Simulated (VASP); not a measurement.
# MnSe (F-43m) in VASP: notebook

MnSe is run at these levels: LDA; tasks: single point.

Program: VASP 6.6.1. These are calculated values, not measurements. Logs are shortened: lines on timing, memory, paths and dates and some standing lists are left out, and cuts for length are marked.

**1. The cell of the first run**

The structure is cubic, space group F-43m (No. 216). The conventional cell has a = 5.623 Å, b = 5.623 Å, c = 5.623 Å, α = 90.00°, β = 90.00°, γ = 90.00°. Mn (site symmetry -43m) has 4 Se at 2.43 Å within 3.2 Å. Within 3.2 Å of Se (site symmetry -43m) lie 4 Mn at 2.43 Å.

**2. Single point, LDA, collinear spin, ferromagnetic start**

Input file INCAR:

```
  PREC = Accurate
  ENCUT = 520
  EDIFF = 1E-7
  ISMEAR = 0
  SIGMA = 0.1
  LREAL = False
  LASPH = True
  NELM = 150
  ALGO = Normal
  ISIF = 2
  LWAVE = False
  LCHARG = False
  ISPIN = 2
  MAGMOM = 4.17 0
  LORBIT = 11
  LMAXMIX = 4
  GGA = CA
  NBANDS = 20
```

Input file KPOINTS:

```
Automatic mesh
0
Gamma
  14 14 14
```

Input file POSCAR:

```
MnSe
1.0
    0.0000000000      2.8113467176      2.8113467176
    2.8113467176      0.0000000000      2.8113467176
    2.8113467176      2.8113467176      0.0000000000
Mn Se
1 1
Direct
    0.0000000000      0.0000000000      0.0000000000
    0.7500000000      0.7500000000      0.7500000000
```

Potentials or basis: VASP PAW LDA potentials, release 64 (Mn_pv, Se).

Run with:

```
$ cat potpaw_LDA.64/Mn_pv/POTCAR potpaw_LDA.64/Se/POTCAR > POTCAR
$ mpirun -np 1 vasp_std > vasp.out
```

OUTCAR:

```text
PREC = Accurate
   ENCUT = 520
   EDIFF = 1E-7
   ISMEAR = 0
   LREAL = False
   LASPH = True
   NELM = 150
   ISIF = 2
   ISPIN = 2
   LORBIT = 11
   GGA = CA

 ion  position               nearest neighbor table
   1  0.000  0.000  0.000-   2 2.43   2 2.43   2 2.43   2 2.43
   2  0.750  0.750  0.750-   1 2.43   1 2.43   1 2.43   1 2.43

  LATTYP: Found a face centered cubic cell.
 ALAT       =     5.6226934352

  Lattice vectors:

 A1 = (   0.0000000000,   2.8113467176,   2.8113467176)
 A2 = (   2.8113467176,   0.0000000000,   2.8113467176)
 A3 = (   2.8113467176,   2.8113467176,   0.0000000000)

Analysis of symmetry for initial positions (statically):
=====================================================================
 Subroutine PRICEL returns:
 Original cell was already a primitive cell.

 Routine SETGRP: Setting up the symmetry group for a
 face centered cubic supercell.

 Subroutine GETGRP returns: Found 24 space group operations
 (whereof 24 operations were pure point group operations)
 out of a pool of 48 trial point group operations.

The static configuration has the point symmetry T_d .

Analysis of symmetry for dynamics (positions and initial velocities):
=====================================================================
 Subroutine PRICEL returns:
 Original cell was already a primitive cell.

 Routine SETGRP: Setting up the symmetry group for a
 face centered cubic supercell.

 Subroutine GETGRP returns: Found 24 space group operations
 (whereof 24 operations were pure point group operations)
 out of a pool of 48 trial point group operations.

The dynamic configuration has the point symmetry T_d .

Analysis of structural, dynamic, and magnetic symmetry:
=====================================================================
 Subroutine PRICEL returns:
 Original cell was already a primitive cell.

 Routine SETGRP: Setting up the symmetry group for a
 face centered cubic supercell.

 Subroutine GETGRP returns: Found 24 space group operations
 (whereof 24 operations were pure point group operations)
 out of a pool of 48 trial point group operations.

The overall configuration has the point symmetry T_d .

 Subroutine INISYM returns: Found 24 space group operations
 (whereof 24 operations are pure point group operations),
 and found     1 'primitive' translations

----------------------------------------------------------------------------------------

                                     Primitive cell

  volume of cell :      44.4399

  direct lattice vectors                    reciprocal lattice vectors
     0.000000000  2.811346718  2.811346718    -0.177850707  0.177850707  0.177850707
     2.811346718  0.000000000  2.811346718     0.177850707 -0.177850707  0.177850707
     2.811346718  2.811346718  0.000000000     0.177850707  0.177850707 -0.177850707

  length of vectors
     3.975844657  3.975844657  3.975844657     0.308046460  0.308046460  0.308046460

  position of ions in fractional coordinates (direct lattice)
     0.000000000  0.000000000  0.000000000
     0.750000000  0.750000000  0.750000000

  ion indices of the primitive-cell ions
   primitive index   ion index
                 1           1
                 2           2

----------------------------------------------------------------------------------------

 KPOINTS: Automatic mesh

Automatic generation of k-mesh.
 Grid dimensions read from file:
 generate k-points for:   14   14   14

 Generating k-lattice:

  Cartesian coordinates                     Fractional coordinates (reciprocal lattice)
    -0.012703622  0.012703622  0.012703622     0.071428571  0.000000000  0.000000000
     0.012703622 -0.012703622  0.012703622     0.000000000  0.071428571  0.000000000
     0.012703622  0.012703622 -0.012703622     0.000000000  0.000000000  0.071428571

  Length of vectors
     0.022003319  0.022003319  0.022003319

  Shift w.r.t. Gamma in fractional coordinates (k-lattice)
     0.000000000  0.000000000  0.000000000

 Subroutine IBZKPT returns following result:
 ===========================================

 Found    104 irreducible k-points:

 Following reciprocal coordinates:
            Coordinates               Weight
  0.000000  0.000000  0.000000      1.000000
  0.071429  0.000000  0.000000      8.000000
  0.142857  0.000000  0.000000      8.000000
  0.214286  0.000000  0.000000      8.000000
  0.285714  0.000000  0.000000      8.000000
  0.357143  0.000000  0.000000      8.000000
[... 16 lines left out ...]
  0.214286  0.142857  0.000000     24.000000
  0.285714  0.142857  0.000000     24.000000
 [... further k-points ...]
   k-points           NKPTS =    104   k-points in BZ     NKDIM =    104   number of bands    NBANDS=     20
   number of dos      NEDOS =    301   number of ions     NIONS =      2
   total plane-waves  NPLWV =  27000
   dimension x,y,z NGX =    30 NGY =   30 NGZ =   30
   dimension x,y,z NGXF=    60 NGYF=   60 NGZF=   60
   ions per type =               1   1
   NGX,Y,Z   is equivalent  to a cutoff of  12.54, 12.54, 12.54 a.u.
   NGXF,Y,Z  is equivalent  to a cutoff of  25.09, 25.09, 25.09 a.u.
 SYSTEM =  unknown system
   PREC   = accura    normal or accurate (medium, high low for compatibility)
   ISTART =      0    job   : 0-new  1-cont  2-samecut
   ICHARG =      2    charge: 1-file 2-atom 10-const
   ISPIN  =      2    spin polarized calculation?
   LNONCOLLINEAR =      F non collinear calculations
   LSORBIT =      F    spin-orbit coupling
   LASPH  =      T    aspherical Exc in radial PAW
   ENCUT  =  520.0 eV  38.22 Ry    6.18 a.u.   7.39  7.39  7.39*2*pi/ulx,y,z
   NELM   =    150;   NELMIN=  2; NELMDL= -5     # of ELM steps
   EDIFF  = 0.1E-06   stopping-criterion for ELM
   LREAL  =      F    real-space projection
   EDIFFG = 0.1E-05   stopping-criterion for IOM
   NSW    =      0    number of steps for IOM
   IBRION =     -1    ionic relax: 0-MD 1-quasi-New 2-CG
   NFREE  =      0    steps in history (QN), initial steepest desc. (CG)
   ISIF   =      2    stress and relaxation
   ISYM   =      2    0-nonsym 1-usesym 2-fastsym
   POTIM  = 0.5000    time-step for ionic-motion
   TEBEG  =    0.0;   TEEND  =   0.0 temperature during run
   PSTRESS=    0.0 pullay stress
   NELECT =      19.0000    total number of electrons
   NUPDOWN=      -1.0000    fix difference up-down
   EMIN   =  10.00;   EMAX   =-10.00  energy-range for DOS
   EFERMI =   0.00;   METHOD = LEGACY
   ISMEAR =     0;   SIGMA  =   0.10  broadening in eV -4-tet -1-fermi 0-gaus
   EFERMI_NEDOS =   21; number of points for ismear=-14 and -15
   IALGO  =     38    algorithm
   IMIX   =      4    mixing-type and parameters
     AMIX     =   0.40;   BMIX     =  1.00
     AMIX_MAG =   1.60;   BMIX_MAG =  1.00
  volume/ion in A,a.u.               =      22.22       149.95
  Fermi-wavevector in a.u.,A,eV,Ry     =   1.233299  2.330597 20.694812  1.521026
  Thomas-Fermi vector in A             =   2.368035
   LORBIT       =     11    0 simple, 1 ext, 2 COOP (PROOUT), +10 PAW based schemes
   GGA     = CA    functional components
   LHFCALC =     F    Hartree Fock is set to
   AEXX    =    0.0000 exact exchange contribution
   IVDW    =     0    specifies the selected vdW correction
   LEPSILON=     F    determine dielectric tensor
   LRPA    =     F    only Hartree local field effects (RPA)
 spin polarized calculation
 Gauss-broadening in eV      SIGMA  =   0.10
  energy-cutoff  :      520.00
  volume of cell :       44.44
 maximum number of plane-waves:      1243
 NGX is ok and might be reduce to    30
   NGX = 15   NGY = 15   NGZ = 15

 number of electron      18.9999989 magnetization       4.2737119

 Free energy of the ion-electron system (eV)
  ---------------------------------------------------
  ext. energy  EPLUGINS =         0.00000000
  ---------------------------------------------------
  free energy    TOTEN  =       -14.02973818 eV

  energy without entropy =      -14.02122905  energy(sigma->0) =      -14.02548362

 E-fermi :   4.2473     XC(G=0):  -9.9882

 val. band max:        4.2444562262   @ k =   0.3571   0.2857   0.0714
 cond. band min:       4.2534026850   @ k =   0.3571   0.0714   0.0000
 fundamental gap:      0.0089464589
 Fermi energy:         4.2472634790

 spin component 1

 k-point     1 :       0.0000    0.0000    0.0000
  band No.  band energies     occupation
      1     -45.4040      1.00000
      2     -45.4040      1.00000
      3     -45.4040      1.00000
      4     -10.0216      1.00000
      5      -0.2240      1.00000
      6      -0.2240      1.00000
[... 12 lines left out ...]
     19      15.7208      0.00000
     20      16.5551      0.00000

 k-point     2 :       0.0714    0.0000    0.0000
  band No.  band energies     occupation
      1     -45.4042      1.00000
      2     -45.4041      1.00000
      3     -45.4041      1.00000
      4      -9.9893      1.00000
      5      -0.2916      1.00000
      6      -0.2112      1.00000
[... 498 lines left out ...]
 k-point    24 :       0.2857    0.1429    0.0000
  band No.  band energies     occupation
      1     -45.4061      1.00000
      2     -45.4046      1.00000
      3     -45.4046      1.00000
      4      -9.6111      1.00000
      5      -0.9178      1.00000
      6      -0.0964      1.00000
[... 12 lines left out ...]
     19      16.4502      0.00000
     20      19.4493      0.00000

 [... further k-points ...]

 spin component 2

 k-point     1 :       0.0000    0.0000    0.0000
  band No.  band energies     occupation
      1     -41.6927      1.00000
      2     -41.6927      1.00000
      3     -41.6927      1.00000
      4      -9.7893      1.00000
      5       1.1163      1.00000
      6       1.1163      1.00000
[... 12 lines left out ...]
     19      16.5733      0.00000
     20      17.1667      0.00000

 k-point     2 :       0.0714    0.0000    0.0000
  band No.  band energies     occupation
      1     -41.6930      1.00000
      2     -41.6928      1.00000
      3     -41.6928      1.00000
      4      -9.7581      1.00000
      5       0.9771      1.00000
      6       1.1233      1.00000
[... 498 lines left out ...]
 k-point    24 :       0.2857    0.1429    0.0000
  band No.  band energies     occupation
      1     -41.6956      1.00000
      2     -41.6936      1.00000
      3     -41.6935      1.00000
      4      -9.3934      1.00000
      5      -0.0795      1.00000
      6       1.0918      1.00000
[... 12 lines left out ...]
     19      17.1300      0.00000
     20      20.0859      0.00000

 [... further k-points ...]
[... 5 lines left out ...]
  --------------------------------------------------------------------------------------
  -------------------------------------------------------------------------------------
  Total       -0.2237562     -0.2237562     -0.2237562      0.0000000      0.0000000      0.0000000
  in kB       -8.0670069     -8.0670069     -8.0670069      0.0000000      0.0000000      0.0000000
  external PRESSURE =      -8.0670069 kB  Pullay stress =       0.0000000 kB

 VOLUME and BASIS-vectors are now :
 -----------------------------------------------------------------------------
  energy-cutoff  :      520.00
  volume of cell :       44.44
      direct lattice vectors                 reciprocal lattice vectors
     0.000000000  2.811346718  2.811346718    -0.177850707  0.177850707  0.177850707
     2.811346718  0.000000000  2.811346718     0.177850707 -0.177850707  0.177850707
     2.811346718  2.811346718  0.000000000     0.177850707  0.177850707 -0.177850707

 POSITION                                       TOTAL-FORCE (eV/Angst)
 -----------------------------------------------------------------------------------
      0.00000      0.00000      0.00000        -0.000000     -0.000000     -0.000000
      4.21702      4.21702      4.21702         0.000000      0.000000      0.000000
 -----------------------------------------------------------------------------------
    total drift:                                0.000000      0.000000      0.000000

  FREE ENERGIE OF THE ION-ELECTRON SYSTEM (eV)
  ---------------------------------------------------
  free  energy   TOTEN  =       -14.0297381834 eV

  energy  without entropy=      -14.0212290537  energy(sigma->0) =      -14.02548362

 total charge

# of ion       s       p       d       tot
------------------------------------------
    1        0.290   6.235   5.007  11.532
    2        1.442   2.441   0.051   3.934
--------------------------------------------------
tot          1.732   8.676   5.058  15.466

 magnetization (x)

# of ion       s       p       d       tot
------------------------------------------
    1        0.045   0.059   3.731   3.835
    2        0.009   0.019   0.024   0.052
--------------------------------------------------
tot          0.054   0.078   3.755   3.887
```

It took 2.6 min on 1 thread of Intel Xeon Platinum 8259CL at 2.50GHz (Skylake/Cascade Lake), shared host; peak memory 0.27 GiB.

What came out:

```
Free energy                                           : -14.0297 eV
Pressure                                              : -0.8 GPa
Net moment                                            : 4.27 μB per cell
Site moments                                          : Mn +3.83; Se +0.05 μB
Valence electrons inside the program's atomic spheres : Mn 11.53; Se 3.93
```

Caveat: a cell with one magnetic atom can't hold antiferromagnetic order, which such compounds often take; semilocal functionals often make such compounds metallic where correlation or magnetic order opens a gap, which also shifts bond lengths.

**3. Single point, LDA, collinear spin, ferromagnetic start**

Input file INCAR:

```
SYSTEM = MnSe
  PREC = Accurate
  ENCUT = 520
  EDIFF = 1E-6
  ISMEAR = 0
  SIGMA = 0.2
  LREAL = .FALSE.
  LASPH = .TRUE.
  NELM = 150
  ALGO = Normal
  ISIF = 2
  LWAVE = .FALSE.
  LCHARG = .FALSE.
  ISPIN = 2
  MAGMOM = 4.15 0
  LORBIT = 11
  LMAXMIX = 4
  NBANDS = 20
```

Input file KPOINTS:

```
Automatic mesh
0
G
  14 14 14
  0 0 0
```

Input file POSCAR:

```
MnSe
1.0
    0.0000000000      2.8106525256      2.8106525256
    2.8106525256      0.0000000000      2.8106525256
    2.8106525256      2.8106525256      0.0000000000
Mn Se
1 1
Direct
    0.0000000000      0.0000000000      0.0000000000
    0.7500000000      0.7500000000      0.7500000000
```

Potentials or basis: VASP PAW LDA potentials, release 64 (Mn_pv, Se).

Run with:

```
$ cat potpaw_LDA.64/Mn_pv/POTCAR potpaw_LDA.64/Se/POTCAR > POTCAR
$ mpirun -np 1 vasp_std > vasp.out
```

Run time: 2.4 min. Hardware: 1 thread of Intel Xeon Platinum 8259CL at 2.50GHz (Skylake/Cascade Lake), shared host; peak memory 0.26 GiB.

It converged, with:

| Property | Result |
| --- | --- |
| Free energy | -14.0428 eV |
| Pressure | -0.8 GPa |
| Net moment | 4.25 μB per cell |
| Site moments | Mn +3.82; Se +0.05 μB |
| Valence electrons inside the program's atomic spheres | Mn 11.53; Se 3.93 |

Levels at points of the mesh, in eV from the Fermi level:
Spin up:
```csv
k point,band 8,band 9,band 10,band 11,band 12,band 13,band 14,band 15,band 16,band 17
"(0.00, 0.00, 0.00)",-2.63,-2.63,1.14,1.14,1.14,1.36,6.05,6.05,6.05,11.29
"(0.50, 0.00, 0.00)",-2.52,-2.52,-2.29,-0.08,-0.08,3.17,6.57,6.57,7.68,11.09
"(0.50, 0.50, 0.00)",-2.67,-2.41,-2.19,-1.63,-1.63,3.00,4.48,10.39,11.61,11.61
```
Spin down:
| k point | band 3 | band 4 | band 5 | band 6 | band 7 | band 8 | band 9 | band 10 | band 11 | band 12 |
| --- | --- | --- | --- | --- | --- | --- | --- | --- | --- | --- |
| (0.00, 0.00, 0.00) | -45.95 | -14.05 | -3.14 | -3.14 | -3.14 | 0.53 | 0.53 | 1.92 | 3.24 | 3.24 |
| (0.50, 0.00, 0.00) | -45.95 | -13.34 | -5.29 | -3.04 | -3.04 | 0.59 | 0.65 | 0.65 | 2.00 | 2.00 |
| (0.50, 0.50, 0.00) | -45.95 | -13.10 | -5.19 | -3.13 | -3.13 | -0.35 | 0.58 | 0.91 | 1.03 | 1.03 |

Caveat: a cell with one magnetic atom can't hold antiferromagnetic order, which such compounds often take; semilocal functionals often make such compounds metallic where correlation or magnetic order opens a gap, which also shifts bond lengths.

**4. Single point, LDA, collinear spin, ferromagnetic start (22.65 Å³/atom)**

This run uses another cell than the first one, of 22.65 Å³/atom.

Input file INCAR:

```
SYSTEM = MnSe
ALGO = Normal
EDIFF = 1E-6
ENCUT = 520
ISIF = 2
ISMEAR = 0
ISPIN = 2
LASPH = .TRUE.
LCHARG = .FALSE.
LMAXMIX = 4
LORBIT = 11
LREAL = .FALSE.
LWAVE = .FALSE.
MAGMOM = 4.13 0
NBANDS = 20
NELM = 150
PREC = Accurate
SIGMA = 0.2
```

Input file KPOINTS:

```
k-points
0
G
  14 14 14
  0 0 0
```

Input file POSCAR:

```
MnSe
1.0
    0.0000000000      2.8292666587      2.8292666587
    2.8292666587      0.0000000000      2.8292666587
    2.8292666587      2.8292666587      0.0000000000
Mn Se
1 1
Direct
    0.0000000000      0.0000000000      0.0000000000
    0.7500000000      0.7500000000      0.7500000000
```

Run with:

```
$ cat potpaw_LDA.64/Mn_pv/POTCAR potpaw_LDA.64/Se/POTCAR > POTCAR
$ mpirun -np 1 vasp_std > vasp.out
```

Run time: 3.4 min. Hardware: 1 thread of Intel Xeon Platinum 8259CL at 2.50GHz (Skylake/Cascade Lake), shared host; peak memory 0.26 GiB.

The run converged. Its results:

| Item | Value |
| --- | --- |
| Free energy | -14.0366 eV |
| Pressure | -1.5 GPa |
| Net moment | 4.35 μB per cell |
| Site moments | Mn +3.89; Se +0.06 μB |
| Valence electrons inside the program's atomic spheres | Mn 11.51; Se 3.93 |

Levels at points of the mesh, in eV from the Fermi level:
Spin up:
| k point | band 10 | band 11 | band 12 | band 13 | band 14 | band 15 |
| --- | --- | --- | --- | --- | --- | --- |
| (0.00, 0.00, 0.00) | 1.04 | 1.04 | 1.04 | 1.26 | 5.98 | 5.98 |
| (0.50, 0.00, 0.00) | -2.34 | -0.15 | -0.15 | 3.08 | 6.49 | 6.49 |
| (0.50, 0.50, 0.00) | -2.23 | -1.66 | -1.66 | 2.93 | 4.41 | 10.18 |
Spin down:
```tsv
k point	band 3	band 4	band 5	band 6	band 7	band 8	band 9	band 10	band 11	band 12
(0.00, 0.00, 0.00)	-45.93	-13.95	-3.07	-3.07	-3.07	0.56	0.56	1.84	3.18	3.18
(0.50, 0.00, 0.00)	-45.93	-13.27	-5.19	-2.98	-2.98	0.61	0.67	0.67	1.99	1.99
(0.50, 0.50, 0.00)	-45.93	-13.04	-5.10	-3.08	-3.08	-0.29	0.60	0.92	1.05	1.05
```

Caveat: a cell with one magnetic atom can't hold antiferromagnetic order, which such compounds often take; semilocal functionals often make such compounds metallic where correlation or magnetic order opens a gap, which also shifts bond lengths. With open d or f shells a metallic result of LDA can be an artefact of self-interaction; +U or a hybrid may open a gap.

**5. Summary**

```csv
cell,smearing,gap on the mesh (eV),pressure (GPa),moment (μB)
"a = 3.976 Å, angles 60.0°, 2 atoms",gaussian 0.1 eV,none,-0.8,4.27
"a = 3.975 Å, angles 60.0°, 2 atoms",gaussian 0.2 eV,none,-0.8,4.25
"a = 4.001 Å, angles 60.0°, 2 atoms",gaussian 0.2 eV,none,-1.5,4.35
```

Alike in all rows: task single point; level LDA; potentials or basis VASP PAW LDA potentials, release 64 (Mn_pv, Se); spin collinear, ferromagnetic start; k mesh 14 × 14 × 14; cutoff (eV) 520.

Caveats: a cell with one magnetic atom can't hold antiferromagnetic order, which such compounds often take; semilocal functionals often make such compounds metallic where correlation or magnetic order opens a gap, which also shifts bond lengths.

Total energies depend on the potentials used, so only differences within one code and one set of settings carry meaning.
